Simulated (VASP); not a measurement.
AgBr: phonons with r2SCAN

AgBr:

```
CELL_PARAMETERS angstrom
0.00000 2.89217 2.89217
2.89217 0.00000 2.89217
2.89217 2.89217 0.00000
ATOMIC_POSITIONS crystal
Ag 0.50000 0.50000 0.50000
Br 0.00000 0.00000 0.00000
```

```json
{
 "Program": "VASP 6.6.1",
 "Task": "phonons",
 "Functional": "r2SCAN",
 "Potentials or basis": "VASP PAW PBE potentials, release 64 (Ag, Br)",
 "Cutoff": "550 eV",
 "k mesh": "10 × 10 × 10",
 "Occupations": "gaussian, width 0.01 eV",
 "Spin": "no spin polarisation",
 "Dipole correction": "no",
 "Further INCAR settings": "ALGO = Normal; EDIFF = 1e-08; IBRION = 6; POTIM = 0.015; NSW = 1"
}
```

- Highest phonon frequency at Γ, LO-TO splitting left out: 82 cm⁻¹

Phonon frequencies in cm⁻¹ (negative: imaginary):
| q point | frequencies |
| --- | --- |
| (0.000, 0.000, 0.000) | 0 0 0 82 82 82 |

It took 4.8 min on 1 thread of Intel(R) Xeon(R) 6975P-C (Granite Rapids), on a shared host, peak memory 0.29 GiB.
